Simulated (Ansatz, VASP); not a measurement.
Be7S in VASP and in Ansatz

INCAR

```
SYSTEM = Be7S
  ALGO = Normal
  EDIFF = 1E-6
  EDIFFG = -0.08
  ENCUT = 600
  GGA = PE
  IBRION = 2
  ISIF = 3
  ISMEAR = 0
  LASPH = .True.
  LCHARG = .False.
  LREAL = .False.
  LWAVE = .False.
  NELM = 60
  NSW = 36
  PREC = Accurate
  SIGMA = 0.2
```

File KPOINTS:

```
k-points
0
Gamma
  5 5 3
  0 0 0
```

The input POSCAR:

```
Be7S
1.0
    3.3000000000      0.0000000000      0.0000000000
    0.0000000000      3.3000000000      0.0000000000
    0.0000000000      0.0000000000      6.4600000000
Be S
7 1
Direct
    0.0000000000      0.5000000000      0.7600000000
    0.5000000000      0.5000000000      0.0000000000
    0.5000000000      0.0000000000      0.7600000000
    0.0000000000      0.5000000000      0.2400000000
    0.5000000000      0.0000000000      0.2400000000
    0.0000000000      0.0000000000      0.5000000000
    0.5000000000      0.5000000000      0.5000000000
    0.0000000000      0.0000000000      0.0000000000
```

Input for Ansatz:

```yaml
crystal:
  lattice:
    - [3.3, 0.0, 0.0]
    - [0.0, 3.3, 0.0]
    - [0.0, 0.0, 6.46]
  atoms:
    - { symbol: Be, position: [0.0, 0.5, 0.76] }
    - { symbol: Be, position: [0.5, 0.5, 0.0] }
    - { symbol: Be, position: [0.5, 0.0, 0.76] }
    - { symbol: Be, position: [0.0, 0.5, 0.24] }
    - { symbol: Be, position: [0.5, 0.0, 0.24] }
    - { symbol: Be, position: [0.0, 0.0, 0.5] }
    - { symbol: Be, position: [0.5, 0.5, 0.5] }
    - { symbol: S, position: [0.0, 0.0, 0.0] }
basis:
  ecutwfc: 420
kpoints:
  mp_grid: { grid: [5, 5, 3] }
hamiltonian:
  xc: pbe
scf:
  occupations: { method: gaussian, width: 0.2 }
  lower_state_search: "off"
output:
  forces: true
  stress: true
  eigenvalues: true
relax:
  adjacent_minimum: "off"
  f_tol: 0.08
  max_steps: 16
  cell: { stress_tol: 0.8 }
```

Alike in both runs: task relaxation of cell and atoms; functional PBE; k mesh 5 × 5 × 3; occupations gaussian, width 0.2 eV; no spin polarisation.

|  | VASP | Ansatz |
| --- | --- | --- |
| version | VASP 6.6.1 | Ansatz 0.2.0 |
| potentials or method | VASP PAW PBE potentials, release 64 (Be, S), cutoff 600 eV | scalar-relativistic, plane waves, PAW |
| valence electrons in the cell | 20 | 20 |

|  | VASP | Ansatz | Ansatz less VASP |
| --- | --- | --- | --- |
| gap on the k mesh at the Fermi level, each at its own relaxed structure (eV) | none | none | - |
| relaxed volume (Å³/atom) | 9.87 | 9.87 | +0.002 |
| relaxed cell length with the largest relative difference (Å) | 7.913 | 7.895 | -0.0180 |

A gap of «none» marks a metal or a gap that the smearing closes.

The k mesh is coarse, so the values compare programs but aren't converged.
